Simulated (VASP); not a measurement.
Set up this calculation in VASP 6.6.1, as the native input.

```yaml
Task: single point
Functional: LDA
Potentials_or_basis: VASP PAW LDA potentials, release 64 (Si, C)
Cutoff: 600 eV
k_mesh: 10 × 10 × 10
Occupations: gaussian, width 0.01 eV
Spin: no spin polarisation
Dipole_correction: no
Further_INCAR_settings: ALGO = Normal; EDIFF = 1e-06; NBANDS = 11
```

The structure of SiC (zinc blende) lies in POSCAR:

```
SiC
1.0
    0.0000000000      2.1202436412      2.1202436412
    2.1202436412      0.0000000000      2.1202436412
    2.1202436412      2.1202436412      0.0000000000
Si C
1 1
Direct
    0.0000000000      0.0000000000      0.0000000000
    0.2500000000      0.2500000000      0.2500000000
```

This cell differs from its parent crystal: volume scaled by 0.92.

One way to write it, as run:

INCAR

```
SYSTEM = SiC
ALGO = Normal
EDIFF = 1E-6
ENCUT = 600
GGA = CA
GGA_COMPAT = .FALSE.
ISIF = 2
ISMEAR = 0
LASPH = .TRUE.
LCHARG = .TRUE.
LELF = .TRUE.
LREAL = .FALSE.
LVHAR = .TRUE.
LWAVE = .FALSE.
NBANDS = 11
NELM = 120
PREC = Accurate
SIGMA = 0.01
```

KPOINTS

```
k-points
0
G
  10 10 10
  0 0 0
```

Potentials or basis: VASP PAW LDA potentials, release 64 (Si, C).

Run with:

```bash
$ cat potpaw_LDA.64/Si/POTCAR potpaw_LDA.64/C/POTCAR > POTCAR
$ mpirun -np 1 vasp_std > vasp.out
```

Results of the run:

The pressure is 16.3 GPa. The band gap on the k mesh is 1.23 eV, indirect (least direct gap 4.58 eV).

Run time: 14 s on 1 thread of Intel Xeon 8259CL, on a shared host, peak memory 0.12 GiB.
